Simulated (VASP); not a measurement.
Runs of VASP 6.6.1 on LaCu2. The structure is hexagonal, space group P6/mmm (No. 191). Conventional cell: a = 4.345 Å, b = 4.345 Å, c = 3.819 Å, α = 90.00°, β = 90.00°, γ = 120.00°. Within 4.1 Å of La (site symmetry 6/mmm) lie 12 Cu at 3.15 Å and 2 La at 3.82 Å. Cu (site symmetry -6m2) has 3 Cu at 2.51 Å and 6 La at 3.15 Å within 3.3 Å. 

```tsv
k mesh	gap on the mesh (eV)	pressure (GPa)
2 × 2 × 2	none	(a)
5 × 5 × 5	none	-6.4
3 × 3 × 3	none	-7.2
6 × 6 × 6	none	-6.3
```

Alike in all rows: task single point; level LDA; potentials or basis VASP PAW LDA potentials, release 64 (La, Cu); no spin polarisation; cell as given; cutoff (eV) 520; smearing methfessel-paxton 0.1 eV.

Problem. Estimate the missing entries.

Solution. (a) -6.7.

Caveats: some runs use coarse meshes; spin-orbit coupling is left out, which moves the levels of the heavy elements; the cell stands under tension (at least some runs).

A k mesh can miss the band edges, and the runs leave out spin-orbit coupling on La.

A gap of «none» marks levels without a gap at the run's occupations.
